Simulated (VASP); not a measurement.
# GeB26N27 (a cell with a defect) in VASP: electric field gradients with PBE

Aim: the electric field gradients of GeB26N27 (a cell with a defect) with PBE.

Everything below comes from runs of VASP 6.6.1. Logs are shortened: lines on timing, memory, paths and dates and some standing lists are left out, and cuts for length are marked.

## 1. The cell of the first run

The cell holds a defect, 54 atoms: a = 7.669 Å, b = 7.669 Å, c = 7.669 Å, α = 60.00°, β = 60.00°, γ = 60.00°.

## 2. Electric field gradients, PBE

The input, INCAR:

```
SYSTEM = GeB26N27
PREC = Accurate
ENCUT = 520
EDIFF = 1E-8
ISMEAR = -1
SIGMA = 0.01
LREAL = Auto
LASPH = .True.
NELM = 60
ALGO = Normal
ISIF = 2
LWAVE = .False.
LCHARG = .False.
GGA = PE
LEFG = .True.
NELECT = 226.0
NBANDS = 146
```

The input, KPOINTS:

```
Automatic mesh
0
Gamma
  3 3 3
  0 0 0
```

The input, POSCAR:

```
GeB26N27
1.0
    0.0000000000      5.4225000000      5.4225000000
    5.4225000000      0.0000000000      5.4225000000
    5.4225000000      5.4225000000      0.0000000000
Ge B N
1 26 27
Direct
    0.0000000000      0.0000000000      0.0000000000
    0.0000000000      0.0000000000      0.3333333333
    0.0000000000      0.0000000000      0.6666666667
    0.0000000000      0.3333333333      0.0000000000
    0.0000000000      0.3333333333      0.3333333333
    0.0000000000      0.3333333333      0.6666666667
    0.0000000000      0.6666666667      0.0000000000
    0.0000000000      0.6666666667      0.3333333333
    0.0000000000      0.6666666667      0.6666666667
    0.3333333333      0.0000000000      0.0000000000
    0.3333333333      0.0000000000      0.3333333333
    0.3333333333      0.0000000000      0.6666666667
    0.3333333333      0.3333333333      0.0000000000
    0.3333333333      0.3333333333      0.3333333333
    0.3333333333      0.3333333333      0.6666666667
    0.3333333333      0.6666666667      0.0000000000
    0.3333333333      0.6666666667      0.3333333333
    0.3333333333      0.6666666667      0.6666666667
    0.6666666667      0.0000000000      0.0000000000
    0.6666666667      0.0000000000      0.3333333333
    0.6666666667      0.0000000000      0.6666666667
    0.6666666667      0.3333333333      0.0000000000
    0.6666666667      0.3333333333      0.3333333333
    0.6666666667      0.3333333333      0.6666666667
    0.6666666667      0.6666666667      0.0000000000
    0.6666666667      0.6666666667      0.3333333333
    0.6666666667      0.6666666667      0.6666666667
    0.0833333333      0.0833333333      0.0833333333
    0.0833333333      0.0833333333      0.4166666667
    0.0833333333      0.0833333333      0.7500000000
    0.0833333333      0.4166666667      0.0833333333
    0.0833333333      0.4166666667      0.4166666667
    0.0833333333      0.4166666667      0.7500000000
    0.0833333333      0.7500000000      0.0833333333
    0.0833333333      0.7500000000      0.4166666667
    0.0833333333      0.7500000000      0.7500000000
    0.4166666667      0.0833333333      0.0833333333
    0.4166666667      0.0833333333      0.4166666667
    0.4166666667      0.0833333333      0.7500000000
    0.4166666667      0.4166666667      0.0833333333
    0.4166666667      0.4166666667      0.4166666667
    0.4166666667      0.4166666667      0.7500000000
    0.4166666667      0.7500000000      0.0833333333
    0.4166666667      0.7500000000      0.4166666667
    0.4166666667      0.7500000000      0.7500000000
    0.7500000000      0.0833333333      0.0833333333
    0.7500000000      0.0833333333      0.4166666667
    0.7500000000      0.0833333333      0.7500000000
    0.7500000000      0.4166666667      0.0833333333
    0.7500000000      0.4166666667      0.4166666667
    0.7500000000      0.4166666667      0.7500000000
    0.7500000000      0.7500000000      0.0833333333
    0.7500000000      0.7500000000      0.4166666667
    0.7500000000      0.7500000000      0.7500000000
```

Potentials or basis: VASP PAW PBE potentials, release 64 (Ge_d, B, N).

Run with:

```console
> cat potpaw_PBE.64/Ge_d/POTCAR potpaw_PBE.64/B/POTCAR potpaw_PBE.64/N/POTCAR > POTCAR
> mpirun -np 1 vasp_std > vasp.out
```

OUTCAR:

```text
SYSTEM = GeB26N27
   PREC = Accurate
   ENCUT = 520
   EDIFF = 1E-8
   ISMEAR = -1
   LREAL = Auto
   LASPH = .True.
   NELM = 60
   ISIF = 2
   GGA = PE
   NELECT = 226.0

 ion  position               nearest neighbor table
   1  0.000  0.000  0.000-  28 1.57  30 1.57  34 1.57  46 1.57
   2  0.000  0.000  0.333-  28 1.57  29 1.57  35 1.57  47 1.57
   3  0.000  0.000  0.667-  30 1.57  29 1.57  36 1.57  48 1.57
   4  0.000  0.333  0.000-  28 1.57  31 1.57  33 1.57  49 1.57
   5  0.000  0.333  0.333-  29 1.57  31 1.57  50 1.57  32 1.57
   6  0.000  0.333  0.667-  30 1.57  32 1.57  33 1.57  51 1.57
[... 46 lines left out ...]
  53  0.750  0.750  0.417-   8 1.57  20 1.57  26 1.57  27 1.57
  54  0.750  0.750  0.750-  27 1.57  21 1.57  25 1.57   9 1.57

  LATTYP: Found a face centered cubic cell.
 ALAT       =    10.8450000000

  Lattice vectors:

 A1 = (   0.0000000000,   5.4225000000,   5.4225000000)
 A2 = (   5.4225000000,   0.0000000000,   5.4225000000)
 A3 = (   5.4225000000,   5.4225000000,   0.0000000000)

Analysis of symmetry for initial positions (statically):
=====================================================================
 Subroutine PRICEL returns:
 Original cell was already a primitive cell.

 Routine SETGRP: Setting up the symmetry group for a
 face centered cubic supercell.

 Subroutine GETGRP returns: Found 24 space group operations
 (whereof 24 operations were pure point group operations)
 out of a pool of 48 trial point group operations.

The static configuration has the point symmetry T_d .

Analysis of symmetry for dynamics (positions and initial velocities):
=====================================================================
 Subroutine PRICEL returns:
 Original cell was already a primitive cell.

 Routine SETGRP: Setting up the symmetry group for a
 face centered cubic supercell.

 Subroutine GETGRP returns: Found 24 space group operations
 (whereof 24 operations were pure point group operations)
 out of a pool of 48 trial point group operations.

The dynamic configuration has the point symmetry T_d .

 Subroutine INISYM returns: Found 24 space group operations
 (whereof 24 operations are pure point group operations),
 and found     1 'primitive' translations

----------------------------------------------------------------------------------------

                                     Primitive cell

  volume of cell :     318.8810

  direct lattice vectors                    reciprocal lattice vectors
     0.000000000  5.422500000  5.422500000    -0.092208391  0.092208391  0.092208391
     5.422500000  0.000000000  5.422500000     0.092208391 -0.092208391  0.092208391
     5.422500000  5.422500000  0.000000000     0.092208391  0.092208391 -0.092208391

  length of vectors
     7.668573042  7.668573042  7.668573042     0.159709618  0.159709618  0.159709618

  position of ions in fractional coordinates (direct lattice)
     0.000000000  0.000000000  0.000000000
     0.000000000  0.000000000  0.333333333
     0.000000000  0.000000000  0.666666667
     0.000000000  0.333333333  0.000000000
     0.000000000  0.333333333  0.333333333
     0.000000000  0.333333333  0.666666667
[... 46 lines left out ...]
     0.750000000  0.750000000  0.416666667
     0.750000000  0.750000000  0.750000000

  ion indices of the primitive-cell ions
   primitive index   ion index
                 1           1
                 2           2
                 3           3
                 4           4
                 5           5
                 6           6
[... 46 lines left out ...]
                53          53
                54          54

[... 56 lines left out ...]
   ISIF   =      2    stress and relaxation
   ISYM   =      2    0-nonsym 1-usesym 2-fastsym
   POTIM  = 0.5000    time-step for ionic-motion
   TEBEG  =    0.0;   TEEND  =   0.0 temperature during run
   PSTRESS=    0.0 pullay stress
   NELECT =     226.0000    total number of electrons
   NUPDOWN=      -1.0000    fix difference up-down
   EMIN   =  10.00;   EMAX   =-10.00  energy-range for DOS
   EFERMI =   0.00;   METHOD = LEGACY
   ISMEAR =    -1;   SIGMA  =   0.01  broadening in eV -4-tet -1-fermi 0-gaus
   EFERMI_NEDOS =   21; number of points for ismear=-14 and -15
   IALGO  =     38    algorithm
   IMIX   =      4    mixing-type and parameters
     AMIX     =   0.40;   BMIX     =  1.00
     AMIX_MAG =   1.60;   BMIX_MAG =  1.00
  volume/ion in A,a.u.               =       5.91        39.85
  Fermi-wavevector in a.u.,A,eV,Ry     =   1.459603  2.758250 28.986409  2.130441
  Thomas-Fermi vector in A             =   2.576151
   LORBIT       =      0    0 simple, 1 ext, 2 COOP (PROOUT), +10 PAW based schemes
   GGA     = PE    functional components
   LHFCALC =     F    Hartree Fock is set to
   AEXX    =    0.0000 exact exchange contribution
   IVDW    =     0    specifies the selected vdW correction
   LEPSILON=     F    determine dielectric tensor
   LRPA    =     F    only Hartree local field effects (RPA)
 non-spin polarized calculation
  energy-cutoff  :      520.00
  volume of cell :      318.88
 maximum number of plane-waves:      8616
 NGX is ok and might be reduce to    60
   NGX = 29   NGY = 29   NGZ = 29

 number of electron     225.9999970 magnetization

 Free energy of the ion-electron system (eV)
  ---------------------------------------------------
  ext. energy  EPLUGINS =         0.00000000
  ---------------------------------------------------
  free energy    TOTEN  =      -467.88245799 eV

  energy without entropy =     -467.88245799  energy(sigma->0) =     -467.88245799

 E-fermi :   7.9697     XC(G=0): -12.9126

 val. band max:        7.7359490248   @ k =   0.0000   0.0000   0.0000
 cond. band min:      12.2539476261   @ k =   0.3333   0.3333   0.0000
 fundamental gap:      4.5179986013
 Fermi energy:         7.9696688820

 k-point     1 :       0.0000    0.0000    0.0000
  band No.  band energies     occupation
      1     -16.8845      2.00000
      2     -16.8845      2.00000
      3     -16.8845      2.00000
      4     -16.3073      2.00000
      5     -16.3073      2.00000
      6     -13.0914      2.00000
[... 501 lines left out ...]
    124      16.2211      0.00000
    125      16.2815      0.00000
 [bands above 125 left out]

------------------------ aborting loop because EDIFF is reached ----------------------------------------

  FORCE on cell =-STRESS in cart. coord.  units (eV):
  Direction    XX          YY          ZZ          XY          YZ          ZX
  --------------------------------------------------------------------------------------
  -------------------------------------------------------------------------------------
  Total       28.3027193     28.3027193     28.3027193      0.0000000      0.0000000     -0.0000000
  in kB      142.2034292    142.2034292    142.2034292      0.0000000      0.0000000     -0.0000000
  external PRESSURE =     142.2034292 kB  Pullay stress =       0.0000000 kB

 VOLUME and BASIS-vectors are now :
 -----------------------------------------------------------------------------
  energy-cutoff  :      520.00
  volume of cell :      318.88
      direct lattice vectors                 reciprocal lattice vectors
     0.000000000  5.422500000  5.422500000    -0.092208391  0.092208391  0.092208391
     5.422500000  0.000000000  5.422500000     0.092208391 -0.092208391  0.092208391
     5.422500000  5.422500000  0.000000000     0.092208391  0.092208391 -0.092208391

 POSITION                                       TOTAL-FORCE (eV/Angst)
 -----------------------------------------------------------------------------------
      0.00000      0.00000      0.00000        -0.000000     -0.000000     -0.000000
      1.80750      1.80750      0.00000         0.854525      0.854525     -0.157433
      3.61500      3.61500      0.00000        -0.854525     -0.854525     -0.157433
      1.80750      0.00000      1.80750         0.854525     -0.157433      0.854525
      3.61500      1.80750      1.80750         0.071826     -0.071826     -0.071826
      5.42250      3.61500      1.80750         0.157433     -0.854525      0.854525
[... 46 lines left out ...]
      6.32625      6.32625      8.13375        -0.129873     -0.129873      0.250121
      8.13375      8.13375      8.13375        -0.000000     -0.000000     -0.000000
 -----------------------------------------------------------------------------------
    total drift:                                0.000001      0.000001      0.000003

  FREE ENERGIE OF THE ION-ELECTRON SYSTEM (eV)
  ---------------------------------------------------
  free  energy   TOTEN  =      -467.8824579877 eV

  energy  without entropy=     -467.8824579877  energy(sigma->0) =     -467.88245799

 Electric field gradients (V/A^2)
---------------------------------------------------------------------
 ion       V_xx      V_yy      V_zz      V_xy      V_xz      V_yz
---------------------------------------------------------------------
   1       0.000     0.000     0.000    -0.005    -0.005    -0.005
   2       0.078     0.078    -0.155     1.744    -1.970    -1.970
   3       0.078     0.078    -0.155     1.744     1.971     1.971
   4       0.078    -0.155     0.078    -1.970     1.744    -1.970
   5      -0.000     0.000     0.000     0.211     0.211    -0.211
   6      -0.154     0.077     0.077    -1.970     1.970    -1.743
[... 46 lines left out ...]
  53      -0.951    -0.951     1.901    -1.703    -1.304    -1.304
  54       0.000    -0.000    -0.000    -0.000    -0.000    -0.000
---------------------------------------------------------------------

 Electric field gradients after diagonalization (V/A^2)
 (convention: |V_zz| > |V_xx| > |V_yy|)
----------------------------------------------------------------------
 ion       V_xx      V_yy      V_zz     asymmetry (V_yy - V_xx)/ V_zz
----------------------------------------------------------------------
   1       0.005     0.005    -0.010       0.000
   2      -2.122    -1.666     3.789       0.120
   3      -2.124    -1.666     3.790       0.121
   4      -2.122    -1.666     3.789       0.120
   5       0.211     0.210    -0.421       0.000
   6      -2.123    -1.666     3.789       0.121
[... 46 lines left out ...]
  53       2.554     0.753    -3.307       0.545
  54       0.000     0.000    -0.000       0.000
----------------------------------------------------------------------

           NMR quadrupolar parameters

 Cq : quadrupolar parameter    Cq=e*Q*V_zz/h
 eta: asymmetry parameters     (V_yy - V_xx)/ V_zz
 Q  : nuclear electric quadrupole moment in mb (millibarn)
----------------------------------------------------------------------
 ion       Cq(MHz)       eta       Q (mb)
----------------------------------------------------------------------
   1      -0.000       0.000       1.000
   2       0.009       0.120       1.000
   3       0.009       0.121       1.000
   4       0.009       0.120       1.000
   5      -0.001       0.000       1.000
   6       0.009       0.121       1.000
[... 46 lines left out ...]
  53      -0.008       0.545       1.000
  54      -0.000       0.000       1.000
----------------------------------------------------------------------
```

Wall time 11 min (1 thread of AMD EPYC 9R45 (Zen 5), shared host); peak memory 0.54 GiB.

What came out:

```yaml
Free_energy: -467.8825 eV
Largest_force: 12.737 eV/Å
Largest_electric_field_gradient_by_atom: Ge -0.0; B +3.8, -0.4, -0.7, +0.8 (each value once); N -14.4, +3.3, -3.3, -0.7, +0.0 (each value once) V/Å²
```

Forces on the atoms (eV/Å):
```
Ge   0.000  0.000  0.000
B    0.855  0.855 -0.157
B   -0.855 -0.855 -0.157
B    0.855 -0.157  0.855
B    0.072 -0.072 -0.072
B    0.157 -0.855  0.855
B   -0.855 -0.157 -0.855
B    0.157  0.855 -0.855
B    0.122 -0.122 -0.122
B   -0.157  0.855  0.855
B   -0.072  0.072 -0.072
B   -0.855  0.157  0.855
B   -0.072 -0.072  0.072
B    0.072  0.072  0.072
B    0.000  0.000  0.290
B   -0.855  0.855  0.157
B    0.000  0.290  0.000
B   -0.290  0.000  0.000
B   -0.157 -0.855 -0.855
B    0.855  0.157 -0.855
B   -0.122  0.122 -0.122
B    0.855 -0.855  0.157
B    0.290  0.000  0.000
B    0.000 -0.290  0.000
B   -0.122 -0.122  0.122
B    0.000  0.000 -0.290
B    0.122  0.122  0.122
N    7.354  7.354  7.354
N    0.000  0.000 -0.035
N   -7.354 -7.354  7.354
N    0.000 -0.035  0.000
N    0.035  0.000  0.000
N   -0.130  0.130 -0.250
N   -7.354  7.354 -7.354
N   -0.130 -0.250  0.130
N    0.250  0.130  0.130
N   -0.035  0.000  0.000
N    0.000  0.035  0.000
N    0.130 -0.130 -0.250
N    0.000  0.000  0.035
N   -0.031 -0.031 -0.031
N    0.031  0.031 -0.031
N    0.130 -0.250 -0.130
N    0.031 -0.031  0.031
N    0.250 -0.130 -0.130
N    7.354 -7.354 -7.354
N   -0.250 -0.130  0.130
N    0.130  0.250  0.130
N   -0.250  0.130 -0.130
N   -0.031  0.031  0.031
N   -0.130  0.250 -0.130
N    0.130  0.130  0.250
N   -0.130 -0.130  0.250
N    0.000  0.000  0.000
```

Levels at points of the mesh, in eV from the Fermi level:
```csv
k point,band 111,band 112,band 113,band 114,band 115,band 116
"(0.00, 0.00, 0.00)",-0.23,-0.23,-0.23,5.29,5.36,5.36
```

Electric field gradients, principal values (V/Å²):
| atom | least | middle | greatest (by size) |
| --- | --- | --- | --- |
| 1 Ge | 0.005 | 0.005 | -0.010 |
| 2 B | -1.666 | -2.122 | 3.789 |
| 3 B | -1.666 | -2.124 | 3.790 |
| 4 B | -1.666 | -2.122 | 3.789 |
| 5 B | 0.210 | 0.211 | -0.421 |
| 6 B | -1.666 | -2.123 | 3.789 |
| 7 B | -1.666 | -2.124 | 3.790 |
| 8 B | -1.666 | -2.123 | 3.789 |
| 9 B | 0.336 | 0.336 | -0.671 |
| 10 B | -1.666 | -2.122 | 3.789 |
| 11 B | 0.210 | 0.211 | -0.421 |
| 12 B | -1.666 | -2.123 | 3.789 |
| 13 B | 0.210 | 0.211 | -0.421 |
| 14 B | 0.211 | 0.211 | -0.421 |
| 15 B | -0.015 | -0.778 | 0.793 |
| 16 B | -1.666 | -2.123 | 3.789 |
| 17 B | -0.015 | -0.778 | 0.793 |
| 18 B | -0.015 | -0.778 | 0.793 |
| 19 B | -1.666 | -2.124 | 3.790 |
| 20 B | -1.666 | -2.123 | 3.789 |
| 21 B | 0.336 | 0.336 | -0.671 |
| 22 B | -1.666 | -2.123 | 3.789 |
| 23 B | -0.015 | -0.778 | 0.793 |
| 24 B | -0.015 | -0.778 | 0.793 |
| 25 B | 0.336 | 0.336 | -0.671 |
| 26 B | -0.015 | -0.778 | 0.793 |
| 27 B | 0.336 | 0.336 | -0.671 |
| 28 N | 7.207 | 7.207 | -14.414 |
| 29 N | -0.589 | -2.699 | 3.289 |
| 30 N | 7.206 | 7.206 | -14.412 |
| 31 N | -0.589 | -2.699 | 3.289 |
| 32 N | -0.589 | -2.700 | 3.289 |
| 33 N | 0.752 | 2.554 | -3.306 |
| 34 N | 7.206 | 7.206 | -14.412 |
| 35 N | 0.752 | 2.554 | -3.306 |
| 36 N | 0.753 | 2.554 | -3.306 |
| 37 N | -0.589 | -2.699 | 3.289 |
| 38 N | -0.589 | -2.700 | 3.289 |
| 39 N | 0.752 | 2.554 | -3.306 |
| 40 N | -0.589 | -2.700 | 3.289 |
| 41 N | 0.355 | 0.355 | -0.710 |
| 42 N | 0.354 | 0.355 | -0.709 |
| 43 N | 0.752 | 2.554 | -3.306 |
| 44 N | 0.354 | 0.355 | -0.709 |
| 45 N | 0.753 | 2.554 | -3.307 |
| 46 N | 7.206 | 7.206 | -14.412 |
| 47 N | 0.752 | 2.554 | -3.306 |
| 48 N | 0.753 | 2.554 | -3.306 |
| 49 N | 0.752 | 2.554 | -3.306 |
| 50 N | 0.354 | 0.355 | -0.709 |
| 51 N | 0.753 | 2.554 | -3.307 |
| 52 N | 0.753 | 2.554 | -3.306 |
| 53 N | 0.753 | 2.554 | -3.307 |
| 54 N | 0.000 | 0.000 | 0.000 |

Caveat: the cell carries a net charge on a neutralising background, which shifts energy and pressure; the cell is charged against a uniform background, so pressure and absolute levels hang on convention; without QUAD_EFG the Cq values of the log hold for a quadrupole moment of 1 mb, not for the nuclei.
